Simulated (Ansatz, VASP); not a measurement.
# TePb in VASP and in Ansatz

INCAR

```
PREC     = Accurate       # precision mode
ENCUT    = 520            # plane-wave cutoff, eV
EDIFF    = 1E-6           # SCF threshold, eV
ISMEAR   = 0              # smearing method
SIGMA    = 0.05           # smearing width, eV
LREAL    = F              # projectors in reciprocal space
LASPH    = T              # aspherical terms in the spheres
NELM     = 150            # most SCF steps
ALGO     = Normal         # electronic algorithm
ISIF     = 2              # what is computed and relaxed
LWAVE    = F              # write WAVECAR
LCHARG   = T              # write CHGCAR
LNONCOLLINEAR= T              # non-collinear magnetism
MAGMOM   = 0 0 0 0 0 0    # initial moments
LORBIT   = 11             # projections on sites
LSORBIT  = T              # spin-orbit coupling
GGA_COMPAT= F            
LORBMOM  = T            
GGA      = PE             # functional
LVHAR    = T            
NBANDS   = 32             # bands
```

File KPOINTS:

```
regular mesh
0
Gamma
  6 6 6
```

POSCAR

```
TePb
1.0
    0.0000000000      3.2803826274      3.2803826274
    3.2803826274      0.0000000000      3.2803826274
    3.2803826274      3.2803826274      0.0000000000
Pb Te
1 1
Direct
    0.5000000000      0.5000000000      0.5000000000
    0.0000000000      0.0000000000      0.0000000000
```

Input for Ansatz:

```yaml
crystal:
  lattice:
    - [0.0, 3.2803826274, 3.2803826274]
    - [3.2803826274, 0.0, 3.2803826274]
    - [3.2803826274, 3.2803826274, 0.0]
  atoms:
    - { symbol: Pb, position: [0.5, 0.5, 0.5] }
    - { symbol: Te, position: [0.0, 0.0, 0.0] }
basis:
  ecutwfc: 420
  ecutrho_ratio: 4
kpoints:
  mp_grid: { grid: [6, 6, 6] }
hamiltonian:
  xc: pbe
scf:
  occupations: { method: gaussian, width: 0.05 }
  convergence: { dr2_threshold: 1.0e-06 }
output:
  forces: true
  stress: true
magnetization:
  noncollinear: true
  spin_orbit: true
```

Alike in both runs: task single point; functional PBE; k mesh 6 × 6 × 6; occupations gaussian, width 0.05 eV; non-collinear spin, spin-orbit coupling.

|  | VASP | Ansatz |
| --- | --- | --- |
| version | VASP 6.6.1 | Ansatz 0.2.0 |
| potentials or method | VASP PAW PBE potentials, release 64 (Pb_d, Te), cutoff 520 eV | plane waves, PAW |
| valence electrons in the cell | 20 | 30 |

|  | VASP | Ansatz | Ansatz less VASP |
| --- | --- | --- | --- |
| pressure (GPa) | 0.1 | 0.0 | -0.10 |
| net moment per atom (μB) | 0.00 | 0.00 | 0.000 |

VASP's potentials hold 20 valence electrons a cell and Ansatz's 30, so a difference there can come from the potentials and not from the codes. Ansatz's warnings: force scf threshold loose, stress scf threshold loose.
